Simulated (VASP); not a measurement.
# Br in VASP: notebook

Br is run at these levels: PBE; tasks: single point.

All numbers are computed with VASP 6.6.1; they aren't measurements. Logs are shortened: lines on timing, memory, paths and dates and some standing lists are left out, and cuts for length are marked.

## Step 1: The cell of the first run

The structure is orthorhombic, space group Immm (No. 71). The conventional cell has a = 2.617 Å, b = 3.402 Å, c = 8.877 Å, α = 90.00°, β = 90.00°, γ = 90.00°. Br (site symmetry mmm) has 4 Br at 2.62 to 3.40 Å within 3.5 Å.

## Step 2: Single point, PBE

INCAR reads:

```
SYSTEM = Br
PREC = Accurate
ENCUT = 520
EDIFF = 1E-7
ISMEAR = 0
SIGMA = 0.1
LREAL = .False.
LASPH = .True.
NELM = 100
ALGO = Normal
ISIF = 2
LWAVE = .False.
LCHARG = .False.
GGA = PE
NBANDS = 14
```

KPOINTS reads:

```
regular mesh
0
Gamma
  16 12 6
  0 0 0
```

POSCAR reads:

```
Br
1.0
    2.6171676786      0.0000000000      0.0000000000
    0.0000000000      3.4022432824      0.0000000000
    0.0000000000      0.0000000000      8.8766629238
Br
2
Direct
    0.0000000000      0.0000000000      0.0000000000
    0.5000000000      0.5000000000      0.5000000000
```

Potentials or basis: VASP PAW PBE potentials, release 64 (Br).

Command:

```bash
cat potpaw_PBE.64/Br/POTCAR > POTCAR
mpirun -np 1 vasp_std > vasp.out
```

OUTCAR:

```text
SYSTEM = Br
   PREC = Accurate
   ENCUT = 520
   EDIFF = 1E-7
   ISMEAR = 0
   LREAL = .False.
   LASPH = .True.
   NELM = 100
   ISIF = 2
   GGA = PE

 ion  position               nearest neighbor table
   1  0.000  0.000  0.000-
   2  0.500  0.500  0.500-

  LATTYP: Found a simple orthorhombic cell.
 ALAT       =     2.6171676786
 B/A-ratio  =     1.2999714578
 C/A-ratio  =     3.3917058492

  Lattice vectors:

 A1 = (   2.6171676786,   0.0000000000,   0.0000000000)
 A2 = (   0.0000000000,   3.4022432824,   0.0000000000)
 A3 = (   0.0000000000,   0.0000000000,   8.8766629238)

Analysis of symmetry for initial positions (statically):
=====================================================================
 Subroutine PRICEL returns following result:

  LATTYP: Found a body centered orthorhombic cell.
 ALAT       =     2.6171676786
 B/A-ratio  =     1.2999714578
 C/A-ratio  =     3.3917058492

  Lattice vectors:

 A1 = (  -1.3085838393,   1.7011216412,   4.4383314619)
 A2 = (   1.3085838393,  -1.7011216412,   4.4383314619)
 A3 = (   1.3085838393,   1.7011216412,  -4.4383314619)

   2 primitive cells build up your supercell.

 Routine SETGRP: Setting up the symmetry group for a
 simple orthorhombic supercell.

 Subroutine GETGRP returns: Found  8 space group operations
 (whereof  8 operations were pure point group operations)
 out of a pool of  8 trial point group operations.

The static configuration has the point symmetry D_2h.

Analysis of symmetry for dynamics (positions and initial velocities):
=====================================================================
 Subroutine PRICEL returns following result:

  LATTYP: Found a body centered orthorhombic cell.
 ALAT       =     2.6171676786
 B/A-ratio  =     1.2999714578
 C/A-ratio  =     3.3917058492

  Lattice vectors:

 A1 = (  -1.3085838393,   1.7011216412,   4.4383314619)
 A2 = (   1.3085838393,  -1.7011216412,   4.4383314619)
 A3 = (   1.3085838393,   1.7011216412,  -4.4383314619)

   2 primitive cells build up your supercell.

 Routine SETGRP: Setting up the symmetry group for a
 simple orthorhombic supercell.

 Subroutine GETGRP returns: Found  8 space group operations
 (whereof  8 operations were pure point group operations)
 out of a pool of  8 trial point group operations.

The dynamic configuration has the point symmetry D_2h.

 Subroutine INISYM returns: Found  8 space group operations
 (whereof  8 operations are pure point group operations),
 and found     2 'primitive' translations

----------------------------------------------------------------------------------------

                                     Primitive cell

  volume of cell :      39.5200

  direct lattice vectors                    reciprocal lattice vectors
    -1.308583839  1.701121641  4.438331462    -0.000000000  0.293923719  0.112654948
     1.308583839 -1.701121641  4.438331462     0.382092446  0.000000000  0.112654948
     1.308583839  1.701121641 -4.438331462     0.382092446  0.293923719  0.000000000

  length of vectors
     4.930009398  4.930009398  4.930009398     0.314773395  0.398353831  0.482064093

  position of ions in fractional coordinates (direct lattice)
     0.000000000  0.000000000  0.000000000

  ion indices of the primitive-cell ions
   primitive index   ion index
                 1           1

----------------------------------------------------------------------------------------

 KPOINTS: regular mesh

Automatic generation of k-mesh.
 Grid dimensions read from file:
 generate k-points for:   16   12    6

 Generating k-lattice:

  Cartesian coordinates                     Fractional coordinates (reciprocal lattice)
     0.023880778  0.000000000  0.000000000     0.062500000  0.000000000  0.000000000
     0.000000000  0.024493643  0.000000000     0.000000000  0.083333333  0.000000000
     0.000000000  0.000000000  0.018775825     0.000000000  0.000000000  0.166666667

  Length of vectors
     0.023880778  0.024493643  0.018775825

  Shift w.r.t. Gamma in fractional coordinates (k-lattice)
     0.000000000  0.000000000  0.000000000

 Subroutine IBZKPT returns following result:
 ===========================================

 Found    252 irreducible k-points:

 Following reciprocal coordinates:
            Coordinates               Weight
  0.000000  0.000000  0.000000      1.000000
  0.062500  0.000000  0.000000      2.000000
  0.125000  0.000000  0.000000      2.000000
  0.187500  0.000000  0.000000      2.000000
  0.250000  0.000000  0.000000      2.000000
  0.312500  0.000000  0.000000      2.000000
[... 16 lines left out ...]
  0.250000  0.166667  0.000000      4.000000
  0.312500  0.166667  0.000000      4.000000
 [... further k-points ...]
   k-points           NKPTS =    252   k-points in BZ     NKDIM =    252   number of bands    NBANDS=     14
   number of dos      NEDOS =    301   number of ions     NIONS =      2
   total plane-waves  NPLWV =  39200
   dimension x,y,z NGX =    20 NGY =   28 NGZ =   70
   dimension x,y,z NGXF=    40 NGYF=   56 NGZF=  140
   ions per type =               2
   NGX,Y,Z   is equivalent  to a cutoff of  12.70, 13.68, 13.11 a.u.
   NGXF,Y,Z  is equivalent  to a cutoff of  25.41, 27.36, 26.22 a.u.
 SYSTEM =  Br
   PREC   = accura    normal or accurate (medium, high low for compatibility)
   ISTART =      0    job   : 0-new  1-cont  2-samecut
   ICHARG =      2    charge: 1-file 2-atom 10-const
   ISPIN  =      1    spin polarized calculation?
   LNONCOLLINEAR =      F non collinear calculations
   LSORBIT =      F    spin-orbit coupling
   LASPH  =      T    aspherical Exc in radial PAW
   ENCUT  =  520.0 eV  38.22 Ry    6.18 a.u.   4.87  6.33 16.50*2*pi/ulx,y,z
   NELM   =    100;   NELMIN=  2; NELMDL= -5     # of ELM steps
   EDIFF  = 0.1E-06   stopping-criterion for ELM
   LREAL  =      F    real-space projection
   EDIFFG = 0.1E-05   stopping-criterion for IOM
   NSW    =      0    number of steps for IOM
   IBRION =     -1    ionic relax: 0-MD 1-quasi-New 2-CG
   NFREE  =      0    steps in history (QN), initial steepest desc. (CG)
   ISIF   =      2    stress and relaxation
   ISYM   =      2    0-nonsym 1-usesym 2-fastsym
   POTIM  = 0.5000    time-step for ionic-motion
   TEBEG  =    0.0;   TEEND  =   0.0 temperature during run
   PSTRESS=    0.0 pullay stress
   NELECT =      14.0000    total number of electrons
   NUPDOWN=      -1.0000    fix difference up-down
   EMIN   =  10.00;   EMAX   =-10.00  energy-range for DOS
   EFERMI =   0.00;   METHOD = LEGACY
   ISMEAR =     0;   SIGMA  =   0.10  broadening in eV -4-tet -1-fermi 0-gaus
   EFERMI_NEDOS =   21; number of points for ismear=-14 and -15
   IALGO  =     38    algorithm
   IMIX   =      4    mixing-type and parameters
     AMIX     =   0.40;   BMIX     =  1.00
     AMIX_MAG =   1.60;   BMIX_MAG =  1.00
  volume/ion in A,a.u.               =      39.52       266.69
  Fermi-wavevector in a.u.,A,eV,Ry     =   0.919395  1.737404 11.500821  0.845286
  Thomas-Fermi vector in A             =   2.044584
   LORBIT       =      0    0 simple, 1 ext, 2 COOP (PROOUT), +10 PAW based schemes
   GGA     = PE    functional components
   LHFCALC =     F    Hartree Fock is set to
   AEXX    =    0.0000 exact exchange contribution
   IVDW    =     0    specifies the selected vdW correction
   LEPSILON=     F    determine dielectric tensor
   LRPA    =     F    only Hartree local field effects (RPA)
 non-spin polarized calculation
 Gauss-broadening in eV      SIGMA  =   0.10
  energy-cutoff  :      520.00
  volume of cell :       79.04
 maximum number of plane-waves:      2160
 NGX is ok and might be reduce to    20
   NGX =  9   NGY = 13   NGZ = 33

 number of electron      14.0000001 magnetization

 Free energy of the ion-electron system (eV)
  ---------------------------------------------------
  ext. energy  EPLUGINS =         0.00000000
  ---------------------------------------------------
  free energy    TOTEN  =        -3.03097056 eV

  energy without entropy =       -3.01990234  energy(sigma->0) =       -3.02543645

 E-fermi :  -1.2032     XC(G=0):  -7.0905

 val. band max:       -1.2243567764   @ k =   0.5000   0.5000   0.0000
 cond. band min:      -1.1955718886   @ k =   0.1875   0.2500   0.0000
 fundamental gap:      0.0287848878
 Fermi energy:        -1.2032289379

 k-point     1 :       0.0000    0.0000    0.0000
  band No.  band energies     occupation
      1     -16.7135      2.00000
      2     -16.6820      2.00000
      3      -4.2628      2.00000
      4      -3.6251      2.00000
      5      -2.2390      2.00000
      6      -2.2018      2.00000
      7       2.3310      0.00000
      8       2.3458      0.00000
      9       3.8986      0.00000
     10       6.4296      0.00000
     11       7.3817      0.00000
     12       7.5929      0.00000
     13      10.8905      0.00000
     14      11.2618      0.00000

 k-point     2 :       0.0625    0.0000    0.0000
  band No.  band energies     occupation
      1     -16.6460      2.00000
      2     -16.6148      2.00000
      3      -4.1968      2.00000
      4      -3.5640      2.00000
      5      -2.1829      2.00000
      6      -2.1462      2.00000
      7       1.7240      0.00000
      8       1.7394      0.00000
      9       3.9844      0.00000
     10       6.5104      0.00000
     11       7.4623      0.00000
     12       7.6409      0.00000
     13      11.1335      0.00000
     14      11.9823      0.00000

 k-point     3 :       0.1250    0.0000    0.0000
  band No.  band energies     occupation
      1     -16.4462      2.00000
      2     -16.4155      2.00000
      3      -4.0017      2.00000
      4      -3.3844      2.00000
      5      -2.0186      2.00000
      6      -1.9830      2.00000
      7       0.3115      0.00000
      8       0.3294      0.00000
      9       4.2372      0.00000
     10       6.7515      0.00000
     11       7.7004      0.00000
     12       7.7710      0.00000
     13      11.4274      0.00000
     14      12.2599      0.00000

 k-point     4 :       0.1875    0.0000    0.0000
  band No.  band energies     occupation
      1     -16.1224      2.00000
      2     -16.0926      2.00000
      3      -3.6869      2.00000
      4      -3.0981      2.00000
      5      -1.7583      2.00000
      6      -1.7246      2.00000
      7      -1.3648      1.97772
      8      -1.3447      1.95458
      9       4.6561      0.00000
     10       7.1511      0.00000
     11       7.9320      0.00000
     12       8.0917      0.00000
     13      11.8090      0.00000
     14      12.0930      0.00000

 k-point     5 :       0.2500    0.0000    0.0000
  band No.  band energies     occupation
      1     -15.6918      2.00000
      2     -15.6637      2.00000
      3      -3.2712      2.00000
      4      -3.0320      2.00000
      5      -3.0110      2.00000
      6      -2.7287      2.00000
      7      -1.4246      1.99826
      8      -1.3941      1.99304
      9       5.2412      0.00000
     10       7.7059      0.00000
     11       8.0063      0.00000
[... 276 lines left out ...]
 k-point    22 :       0.1875    0.1667    0.0000
  band No.  band energies     occupation
      1     -16.0252      2.00000
      2     -15.9987      2.00000
      3      -3.5316      2.00000
      4      -3.0041      2.00000
      5      -2.6472      2.00000
      6      -2.6269      2.00000
      7      -1.2816      1.73250
      8      -1.2629      1.60140
      9       5.2274      0.00000
     10       7.7101      0.00000
     11       8.6454      0.00000
     12       9.4464      0.00000
     13       9.8933      0.00000
     14      11.7149      0.00000

 k-point    23 :       0.2500    0.1667    0.0000
  band No.  band energies     occupation
      1     -15.5954      2.00000
      2     -15.5705      2.00000
      3      -3.1219      2.00000
      4      -2.9434      2.00000
      5      -2.9258      2.00000
      6      -2.6370      2.00000
      7      -2.2823      2.00000
      8      -2.2615      2.00000
      9       5.7838      0.00000
     10       7.8896      0.00000
     11       9.0067      0.00000
     12       9.8299      0.00000
     13      10.3137      0.00000
     14      11.0621      0.00000

 k-point    24 :       0.3125    0.1667    0.0000
  band No.  band energies     occupation
      1     -15.0923      2.00000
      2     -15.0700      2.00000
      3      -4.4574      2.00000
      4      -4.4397      2.00000
      5      -2.6474      2.00000
      6      -2.2285      2.00000
      7      -1.8728      2.00000
      8      -1.8552      2.00000
      9       6.4767      0.00000
     10       7.8528      0.00000
     11       9.2284      0.00000
     12       9.3186      0.00000
     13      10.0502      0.00000
     14      11.2207      0.00000

 [... further k-points ...]
[... 5 lines left out ...]
  --------------------------------------------------------------------------------------
  -------------------------------------------------------------------------------------
  Total       -0.4024390      0.2240968     -0.0019110     -0.0000000      0.0000000      0.0000000
  in kB       -8.1576304      4.5425484     -0.0387370     -0.0000000      0.0000000      0.0000000
  external PRESSURE =      -1.2179397 kB  Pullay stress =       0.0000000 kB

 VOLUME and BASIS-vectors are now :
 -----------------------------------------------------------------------------
  energy-cutoff  :      520.00
  volume of cell :       79.04
      direct lattice vectors                 reciprocal lattice vectors
     2.617167679  0.000000000  0.000000000     0.382092446  0.000000000  0.000000000
     0.000000000  3.402243282  0.000000000     0.000000000  0.293923719  0.000000000
     0.000000000  0.000000000  8.876662924     0.000000000  0.000000000  0.112654948

 POSITION                                       TOTAL-FORCE (eV/Angst)
 -----------------------------------------------------------------------------------
      0.00000      0.00000      0.00000         0.000000     -0.000000     -0.000000
      1.30858      1.70112      4.43833         0.000000      0.000000      0.000000
 -----------------------------------------------------------------------------------
    total drift:                                0.000000      0.000000      0.000000

  FREE ENERGIE OF THE ION-ELECTRON SYSTEM (eV)
  ---------------------------------------------------
  free  energy   TOTEN  =        -3.0309705557 eV

  energy  without entropy=       -3.0199023434  energy(sigma->0) =       -3.02543645
```

It took 2.2 min on 1 thread of Intel Xeon Platinum 8559C (Emerald Rapids), shared host; peak memory 0.34 GiB.

What came out:

| Property | Result |
| --- | --- |
| Free energy | -3.0310 eV |
| Pressure | -0.1 GPa |
| Band gap on the k mesh | zero (bands 7 and 8 overlap by 5.29 eV) |

Caveat: this functional lacks dispersion, which binds layers or chains, so the pressure and a relaxed spacing across them are unreliable.

## Step 3: Single point, PBE (shear of c along a, cell held: -1.0 %)

INCAR reads:

```
SYSTEM = Br
ALGO = Normal
EDIFF = 1E-7
ENCUT = 520
GGA = PE
ISIF = 2
ISMEAR = 0
LASPH = .True.
LCHARG = .False.
LREAL = .False.
LWAVE = .False.
NBANDS = 14
NELM = 80
PREC = Accurate
SIGMA = 0.1
```

KPOINTS reads:

```
k-points
0
Gamma
  16 12 6
  0 0 0
```

POSCAR, as its differences from that of step 2:

```diff
@@ -4,3 +4,3 @@
     0.0000000000      3.4022432824      0.0000000000
-    0.0000000000      0.0000000000      8.8766629238
+   -0.0887666292      0.0000000000      8.8766629238
 Br
```

Potentials or basis: VASP PAW PBE potentials, release 64 (Br).

Command:

```bash
cat potpaw_PBE.64/Br/POTCAR > POTCAR
mpirun -np 1 vasp_std > vasp.out
```

OUTCAR:

```text
SYSTEM = Br
   EDIFF = 1E-7
   ENCUT = 520
   GGA = PE
   ISIF = 2
   ISMEAR = 0
   LASPH = .True.
   LREAL = .False.
   NELM = 80
   PREC = Accurate

 ion  position               nearest neighbor table
   1  0.000  0.000  0.000-
   2  0.500  0.500  0.500-

  LATTYP: Found a simple monoclinic cell.
 ALAT       =     2.6171676786
 B/A-ratio  =     1.2999714578
 C/A-ratio  =     3.3918754302
 COS(beta)  =    -0.0099995000

  Lattice vectors:

 A1 = (   2.6171676786,   0.0000000000,   0.0000000000)
[... 609 lines left out ...]
      9       6.4770      0.00000
     10       7.8521      0.00000
     11       9.2287      0.00000
     12       9.3196      0.00000
     13      10.0498      0.00000
     14      11.2215      0.00000

 [... further k-points ...]
[... 5 lines left out ...]
  --------------------------------------------------------------------------------------
  -------------------------------------------------------------------------------------
  Total       -0.4024056      0.2239916     -0.0018735      0.0000000      0.0000000      0.0006910
  in kB       -8.1569539      4.5404167     -0.0379763      0.0000000      0.0000000      0.0140073
  external PRESSURE =      -1.2181712 kB  Pullay stress =       0.0000000 kB

 VOLUME and BASIS-vectors are now :
 -----------------------------------------------------------------------------
  energy-cutoff  :      520.00
  volume of cell :       79.04
      direct lattice vectors                 reciprocal lattice vectors
     2.617167679  0.000000000  0.000000000     0.382092446  0.000000000  0.003820924
     0.000000000  3.402243282  0.000000000     0.000000000  0.293923719  0.000000000
    -0.088766629  0.000000000  8.876662924     0.000000000  0.000000000  0.112654948

 POSITION                                       TOTAL-FORCE (eV/Angst)
 -----------------------------------------------------------------------------------
      0.00000      0.00000      0.00000         0.000000     -0.000000      0.000000
      1.26420      1.70112      4.43833        -0.000000      0.000000     -0.000000
 -----------------------------------------------------------------------------------
    total drift:                                0.000000      0.000000      0.000000

  FREE ENERGIE OF THE ION-ELECTRON SYSTEM (eV)
  ---------------------------------------------------
  free  energy   TOTEN  =        -3.0309715928 eV

  energy  without entropy=       -3.0199026763  energy(sigma->0) =       -3.02543713
```

OSZICAR:

```text
N       E                     dE             d eps       ncg     rms          rms(c)
DAV:   1     0.737656236419E+02    0.73766E+02   -0.54054E+03  9800   0.807E+02
DAV:   2     0.231317329899E+01   -0.71452E+02   -0.65315E+02 14312   0.141E+02
DAV:   3    -0.313681159572E+01   -0.54500E+01   -0.53589E+01 12620   0.413E+01
DAV:   4    -0.318802547656E+01   -0.51214E-01   -0.51190E-01 12284   0.494E+00
DAV:   5    -0.318843445926E+01   -0.40898E-03   -0.40897E-03 12950   0.436E-01    0.674E+00
DAV:   6    -0.306532827016E+01    0.12311E+00   -0.81733E-02 12260   0.159E+00    0.453E+00
DAV:   7    -0.303836177004E+01    0.26967E-01   -0.13831E-01 12140   0.212E+00    0.666E-01
DAV:   8    -0.303112266356E+01    0.72391E-02   -0.20862E-02 11228   0.787E-01    0.265E-01
DAV:   9    -0.303095634557E+01    0.16632E-03   -0.31975E-04 12362   0.111E-01    0.298E-02
DAV:  10    -0.303097518589E+01   -0.18840E-04   -0.74547E-05 11558   0.535E-02    0.179E-02
DAV:  11    -0.303097146428E+01    0.37216E-05   -0.46986E-06 12806   0.122E-02    0.659E-03
DAV:  12    -0.303097158317E+01   -0.11889E-06   -0.18841E-06 11252   0.907E-03    0.388E-03
DAV:  13    -0.303097159281E+01   -0.96375E-08   -0.47902E-08  9184   0.143E-03
   1 F= -.30309716E+01 E0= -.30254371E+01  d E =-.110689E-01
```

stdout:

```text
POSCAR found type information on POSCAR Br
 POSCAR found :  1 types and       2 ions
 scaLAPACK will be used
 LDA part: xc-table for (Slater+PW92), standard interpolation
 POSCAR, INCAR and KPOINTS ok, starting setup
 FFT: planning ... GRIDC
 FFT: planning ... GRID_SOFT
 FFT: planning ... GRID
 WAVECAR not read
 entering main loop
```

It took 2.8 min on 1 thread of Intel Xeon Platinum 8559C (Emerald Rapids), shared host; peak memory 0.42 GiB.

Results:

* Free energy: -3.0310 eV
* Pressure: -0.1 GPa
* Band gap on the k mesh: zero (bands 7 and 8 overlap by 5.29 eV)

Caveat: the cell differs from its parent crystal (shear of c along a, cell held: -1.0 %); this functional lacks dispersion, which binds layers or chains, so the pressure and a relaxed spacing across them are unreliable.

The gap in the log of VASP goes by the Fermi energy; the results here count the filled bands.